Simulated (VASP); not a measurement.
# Ta2Si2O (P6/mmm) in VASP: a series of runs

Ta2Si2O is run at these levels: PBE; tasks: single point.

All numbers are computed with VASP 6.6.1; they aren't measurements. Logs are shortened: lines on timing, memory, paths and dates and some standing lists are left out, and cuts for length are marked.

## Step 1: The cell of the first run

The structure is hexagonal, space group P6/mmm (No. 191). The conventional cell has a = 4.185 Å, b = 4.185 Å, c = 5.753 Å, α = 90.00°, β = 90.00°, γ = 120.00°. Within 2.2 Å of Ta (site symmetry 6mm) lie 1 O at 1.68 Å. Within 3.2 Å of Si (site symmetry -6m2) lie 3 Si at 2.42 Å and 6 Ta at 2.70 Å. Within 2.2 Å of O (site symmetry 6/mmm) lie 2 Ta at 1.68 Å.

The cell was built from a structure type or drawn by symmetry, and may not be a known phase.

## Step 2: Single point, PBE

Contents of INCAR:

```
SYSTEM = Ta2Si2O
PREC = Accurate
ENCUT = 520
EDIFF = 1E-6
ISMEAR = 0
SIGMA = 0.1
LREAL = .False.
LASPH = .True.
NELM = 60
ALGO = Normal
ISIF = 2
LWAVE = .False.
LCHARG = .True.
GGA = PE
LELF = .True.
LVHAR = .True.
NBANDS = 26
```

Contents of KPOINTS:

```
Automatic mesh
0
Gamma
  6 6 4
  0 0 0
```

Contents of POSCAR:

```
Ta2Si2O
1.0
    4.1850305500      0.0000000000      0.0000000000
   -2.0925152800      3.6243427700      0.0000000000
    0.0000000000      0.0000000000      5.7529322600
Ta Si O
2 2 1
Direct
    0.0000000000      0.0000000000      0.7077634600
    0.0000000000      0.0000000000      0.2922365400
    0.3333333300      0.6666666700      0.5000000000
    0.6666666700      0.3333333300      0.5000000000
    0.0000000000      0.0000000000      0.0000000000
```

Potentials or basis: VASP PAW PBE potentials, release 64 (Ta_pv, Si, O).

Launch:

```sh
cat potpaw_PBE.64/Ta_pv/POTCAR potpaw_PBE.64/Si/POTCAR potpaw_PBE.64/O/POTCAR > POTCAR
mpirun -np 1 vasp_std > vasp.out
```

OUTCAR:

```text
SYSTEM = Ta2Si2O
   PREC = Accurate
   ENCUT = 520
   EDIFF = 1E-6
   ISMEAR = 0
   LREAL = .False.
   LASPH = .True.
   NELM = 60
   ISIF = 2
   GGA = PE

 ion  position               nearest neighbor table
   1  0.000  0.000  0.708-   5 1.68   2 2.39   4 2.70   3 2.70   4 2.70   3 2.70   4 2.70   3 2.70
                             2 3.36
   2  0.000  0.000  0.292-   5 1.68   1 2.39   4 2.70   3 2.70   4 2.70   3 2.70   4 2.70   3 2.70
                             1 3.36
   3  0.333  0.667  0.500-   4 2.42   4 2.42   4 2.42   1 2.70   2 2.70   2 2.70   1 2.70   2 2.70
                             1 2.70
   4  0.667  0.333  0.500-   3 2.42   3 2.42   3 2.42   1 2.70   2 2.70   1 2.70   2 2.70   1 2.70
                             2 2.70
   5  0.000  0.000  0.000-   1 1.68   2 1.68

  LATTYP: Found a hexagonal cell.
 ALAT       =     4.1850305500
 C/A-ratio  =     1.3746452245

  Lattice vectors:

 A1 = (   4.1850305500,   0.0000000000,   0.0000000000)
 A2 = (  -2.0925152800,   3.6243427700,   0.0000000000)
 A3 = (   0.0000000000,   0.0000000000,   5.7529322600)

Analysis of symmetry for initial positions (statically):
=====================================================================
 Subroutine PRICEL returns:
 Original cell was already a primitive cell.

 Routine SETGRP: Setting up the symmetry group for a
 hexagonal supercell.

 Subroutine GETGRP returns: Found 24 space group operations
 (whereof 24 operations were pure point group operations)
 out of a pool of 24 trial point group operations.

The static configuration has the point symmetry D_6h.

Analysis of symmetry for dynamics (positions and initial velocities):
=====================================================================
 Subroutine PRICEL returns:
 Original cell was already a primitive cell.

 Routine SETGRP: Setting up the symmetry group for a
 hexagonal supercell.

 Subroutine GETGRP returns: Found 24 space group operations
 (whereof 24 operations were pure point group operations)
 out of a pool of 24 trial point group operations.

The dynamic configuration has the point symmetry D_6h.

 Subroutine INISYM returns: Found 24 space group operations
 (whereof 24 operations are pure point group operations),
 and found     1 'primitive' translations

----------------------------------------------------------------------------------------

                                     Primitive cell

  volume of cell :      87.2604

  direct lattice vectors                    reciprocal lattice vectors
     4.185030550  0.000000000  0.000000000     0.238946882  0.137956047  0.000000000
    -2.092515280  3.624342770  0.000000000     0.000000000  0.275912093  0.000000000
     0.000000000  0.000000000  5.752932260     0.000000000  0.000000000  0.173824400

  length of vectors
     4.185030550  4.185030551  5.752932260     0.275912093  0.275912093  0.173824400

  position of ions in fractional coordinates (direct lattice)
     0.000000000  0.000000000  0.707763460
     0.000000000  0.000000000  0.292236540
     0.333333330  0.666666670  0.500000000
     0.666666670  0.333333330  0.500000000
     0.000000000  0.000000000  0.000000000

  ion indices of the primitive-cell ions
   primitive index   ion index
                 1           1
                 2           2
                 3           3
                 4           4
                 5           5

----------------------------------------------------------------------------------------

 KPOINTS: Automatic mesh

Automatic generation of k-mesh.
 Grid dimensions read from file:
 generate k-points for:    6    6    4

 Generating k-lattice:

  Cartesian coordinates                     Fractional coordinates (reciprocal lattice)
     0.039824480  0.022992674  0.000000000     0.166666667  0.000000000  0.000000000
     0.000000000  0.045985349  0.000000000     0.000000000  0.166666667  0.000000000
     0.000000000  0.000000000  0.043456100     0.000000000  0.000000000  0.250000000

  Length of vectors
     0.045985349  0.045985349  0.043456100

  Shift w.r.t. Gamma in fractional coordinates (k-lattice)
     0.000000000  0.000000000  0.000000000

 Subroutine IBZKPT returns following result:
 ===========================================

 Found     21 irreducible k-points:

 Following reciprocal coordinates:
            Coordinates               Weight
  0.000000  0.000000  0.000000      1.000000
  0.166667  0.000000  0.000000      6.000000
  0.333333 -0.000000  0.000000      6.000000
  0.500000  0.000000  0.000000      3.000000
  0.166667  0.166667  0.000000      6.000000
  0.333333  0.166667  0.000000     12.000000
[... 13 lines left out ...]
  0.333333  0.166667  0.500000     12.000000
  0.333333  0.333333  0.500000      2.000000
   k-points           NKPTS =     21   k-points in BZ     NKDIM =     21   number of bands    NBANDS=     26
   number of dos      NEDOS =    301   number of ions     NIONS =      5
   total plane-waves  NPLWV =  49152
   dimension x,y,z NGX =    32 NGY =   32 NGZ =   48
   dimension x,y,z NGXF=    64 NGYF=   64 NGZF=   96
   ions per type =               2   2   1
   NGX,Y,Z   is equivalent  to a cutoff of  12.71, 12.71, 13.87 a.u.
   NGXF,Y,Z  is equivalent  to a cutoff of  25.42, 25.42, 27.74 a.u.
 SYSTEM =  Ta2Si2O
   PREC   = accura    normal or accurate (medium, high low for compatibility)
   ISTART =      0    job   : 0-new  1-cont  2-samecut
   ICHARG =      2    charge: 1-file 2-atom 10-const
   ISPIN  =      1    spin polarized calculation?
   LNONCOLLINEAR =      F non collinear calculations
   LSORBIT =      F    spin-orbit coupling
   LASPH  =      T    aspherical Exc in radial PAW
   ENCUT  =  520.0 eV  38.22 Ry    6.18 a.u.   7.78  7.78 10.70*2*pi/ulx,y,z
   NELM   =     60;   NELMIN=  2; NELMDL= -5     # of ELM steps
   EDIFF  = 0.1E-05   stopping-criterion for ELM
   LREAL  =      F    real-space projection
   EDIFFG = 0.1E-04   stopping-criterion for IOM
   NSW    =      0    number of steps for IOM
   IBRION =     -1    ionic relax: 0-MD 1-quasi-New 2-CG
   NFREE  =      0    steps in history (QN), initial steepest desc. (CG)
   ISIF   =      2    stress and relaxation
   ISYM   =      2    0-nonsym 1-usesym 2-fastsym
   POTIM  = 0.5000    time-step for ionic-motion
   TEBEG  =    0.0;   TEEND  =   0.0 temperature during run
   PSTRESS=    0.0 pullay stress
   NELECT =      36.0000    total number of electrons
   NUPDOWN=      -1.0000    fix difference up-down
   EMIN   =  10.00;   EMAX   =-10.00  energy-range for DOS
   EFERMI =   0.00;   METHOD = LEGACY
   ISMEAR =     0;   SIGMA  =   0.10  broadening in eV -4-tet -1-fermi 0-gaus
   EFERMI_NEDOS =   21; number of points for ismear=-14 and -15
   IALGO  =     38    algorithm
   IMIX   =      4    mixing-type and parameters
     AMIX     =   0.40;   BMIX     =  1.00
     AMIX_MAG =   1.60;   BMIX_MAG =  1.00
  volume/ion in A,a.u.               =      17.45       117.77
  Fermi-wavevector in a.u.,A,eV,Ry     =   1.218718  2.303043 20.208379  1.485274
  Thomas-Fermi vector in A             =   2.353995
   LORBIT       =      0    0 simple, 1 ext, 2 COOP (PROOUT), +10 PAW based schemes
   GGA     = PE    functional components
   LHFCALC =     F    Hartree Fock is set to
   AEXX    =    0.0000 exact exchange contribution
   IVDW    =     0    specifies the selected vdW correction
   LEPSILON=     F    determine dielectric tensor
   LRPA    =     F    only Hartree local field effects (RPA)
 non-spin polarized calculation
 Gauss-broadening in eV      SIGMA  =   0.10
  energy-cutoff  :      520.00
  volume of cell :       87.26
 maximum number of plane-waves:      2382
 NGX is ok and might be reduce to    32
   NGX = 15   NGY = 15   NGZ = 21

 number of electron      35.9999990 magnetization

 Free energy of the ion-electron system (eV)
  ---------------------------------------------------
  ext. energy  EPLUGINS =         0.00000000
  ---------------------------------------------------
  free energy    TOTEN  =       -38.32998746 eV

  energy without entropy =      -38.30313908  energy(sigma->0) =      -38.31656327

 E-fermi :   5.9338     XC(G=0): -10.4082

 val. band max:        5.8737925983   @ k =   0.5000   0.0000   0.0000
 cond. band min:       5.9472930636   @ k =   0.3333  -0.0000   0.5000
 fundamental gap:      0.0735004653
 Fermi energy:         5.9338062006

 k-point     1 :       0.0000    0.0000    0.0000
  band No.  band energies     occupation
      1     -31.2479      2.00000
      2     -29.2671      2.00000
      3     -29.0912      2.00000
      4     -29.0912      2.00000
      5     -28.8175      2.00000
      6     -28.8175      2.00000
[... 18 lines left out ...]
     25       9.9135      0.00000
     26       9.9135      0.00000

 k-point     2 :       0.1667    0.0000    0.0000
  band No.  band energies     occupation
      1     -31.2467      2.00000
      2     -29.2669      2.00000
      3     -29.0990      2.00000
      4     -29.0930      2.00000
      5     -28.8226      2.00000
      6     -28.8188      2.00000
[... 18 lines left out ...]
     25       9.7593      0.00000
     26      10.3464      0.00000

 k-point     3 :       0.3333   -0.0000    0.0000
  band No.  band energies     occupation
      1     -31.2445      2.00000
      2     -29.2663      2.00000
      3     -29.1144      2.00000
      4     -29.0967      2.00000
      5     -28.8328      2.00000
      6     -28.8215      2.00000
[... 18 lines left out ...]
     25       8.8364      0.00000
     26       9.1884      0.00000

 k-point     4 :       0.5000    0.0000    0.0000
  band No.  band energies     occupation
      1     -31.2433      2.00000
      2     -29.2661      2.00000
      3     -29.1222      2.00000
      4     -29.0986      2.00000
      5     -28.8379      2.00000
      6     -28.8229      2.00000
[... 18 lines left out ...]
     25       8.9388      0.00000
     26      10.6121      0.00000

 k-point     5 :       0.1667    0.1667    0.0000
  band No.  band energies     occupation
      1     -31.2450      2.00000
      2     -29.2665      2.00000
      3     -29.1091      2.00000
      4     -29.0973      2.00000
      5     -28.8293      2.00000
      6     -28.8218      2.00000
[... 18 lines left out ...]
     25       9.4644      0.00000
     26       9.7182      0.00000

 k-point     6 :       0.3333    0.1667    0.0000
  band No.  band energies     occupation
      1     -31.2433      2.00000
      2     -29.2661      2.00000
      3     -29.1182      2.00000
      4     -29.1026      2.00000
      5     -28.8354      2.00000
      6     -28.8254      2.00000
[... 340 lines left out ...]
 k-point    18 :       0.5000    0.0000    0.5000
  band No.  band energies     occupation
      1     -30.8822      2.00000
      2     -29.7632      2.00000
      3     -29.1008      2.00000
      4     -29.0776      2.00000
      5     -28.8607      2.00000
      6     -28.8452      2.00000
[... 18 lines left out ...]
     25      10.4797      0.00000
     26      11.5752      0.00000

 k-point    19 :       0.1667    0.1667    0.5000
  band No.  band energies     occupation
      1     -30.8839      2.00000
      2     -29.7639      2.00000
      3     -29.0880      2.00000
      4     -29.0763      2.00000
      5     -28.8519      2.00000
      6     -28.8441      2.00000
[... 18 lines left out ...]
     25      10.5425      0.00000
     26      10.7140      0.00000

 k-point    20 :       0.3333    0.1667    0.5000
  band No.  band energies     occupation
      1     -30.8822      2.00000
      2     -29.7632      2.00000
      3     -29.0969      2.00000
      4     -29.0815      2.00000
      5     -28.8581      2.00000
      6     -28.8479      2.00000
[... 18 lines left out ...]
     25      10.5266      0.00000
     26      11.2393      0.00000

 k-point    21 :       0.3333    0.3333    0.5000
  band No.  band energies     occupation
      1     -30.8816      2.00000
      2     -29.7630      2.00000
      3     -29.0916      2.00000
      4     -29.0916      2.00000
      5     -28.8546      2.00000
      6     -28.8546      2.00000
[... 18 lines left out ...]
     25      10.8182      0.00000
     26      10.8182      0.00000

------------------------ aborting loop because EDIFF is reached ----------------------------------------

  FORCE on cell =-STRESS in cart. coord.  units (eV):
  Direction    XX          YY          ZZ          XY          YZ          ZX
  --------------------------------------------------------------------------------------
  -------------------------------------------------------------------------------------
  Total        1.6103165      1.6103165     49.1102112     -0.0000000      0.0000000      0.0000000
  in kB       29.5668239     29.5668238    901.7065558     -0.0000000      0.0000000      0.0000000
  external PRESSURE =     320.2800678 kB  Pullay stress =       0.0000000 kB

 VOLUME and BASIS-vectors are now :
 -----------------------------------------------------------------------------
  energy-cutoff  :      520.00
  volume of cell :       87.26
      direct lattice vectors                 reciprocal lattice vectors
     4.185030550  0.000000000  0.000000000     0.238946882  0.137956047  0.000000000
    -2.092515280  3.624342770  0.000000000     0.000000000  0.275912093  0.000000000
     0.000000000  0.000000000  5.752932260     0.000000000  0.000000000  0.173824400

 POSITION                                       TOTAL-FORCE (eV/Angst)
 -----------------------------------------------------------------------------------
      0.00000      0.00000      4.07172         0.000000     -0.000000     -6.836780
      0.00000      0.00000      1.68122         0.000000     -0.000000      6.836780
     -0.00000      2.41623      2.87647        -0.000000     -0.000000     -0.000000
      2.09252      1.20811      2.87647         0.000000      0.000000      0.000000
      0.00000      0.00000      0.00000         0.000000     -0.000000      0.000000
 -----------------------------------------------------------------------------------
    total drift:                                0.000000     -0.000000     -0.000000

  FREE ENERGIE OF THE ION-ELECTRON SYSTEM (eV)
  ---------------------------------------------------
  free  energy   TOTEN  =       -38.3299874625 eV

  energy  without entropy=      -38.3031390846  energy(sigma->0) =      -38.31656327
```

It took 40 s on 1 thread of Intel Xeon Platinum 8175M at 2.50GHz (Skylake/Cascade Lake), shared host; peak memory 0.23 GiB.

Results:

* Free energy: -38.3300 eV
* Pressure: 32.0 GPa
* Largest force: 6.837 eV/Å
* Band gap on the k mesh: zero (bands 18 and 19 overlap by 0.95 eV)

Forces in eV/Å, atoms in the order of the input:
```
Ta   0.000  0.000 -6.837
Ta   0.000  0.000  6.837
Si   0.000  0.000  0.000
Si   0.000  0.000  0.000
O    0.000  0.000  0.000
```

Caveat: the cell stands under pressure; spin-orbit coupling is left out, which moves the levels of the heavy elements; forces of over 1 eV/Å act on the atoms, so gaps and moduli don't describe the material at rest.

[end of part 1 of 2]
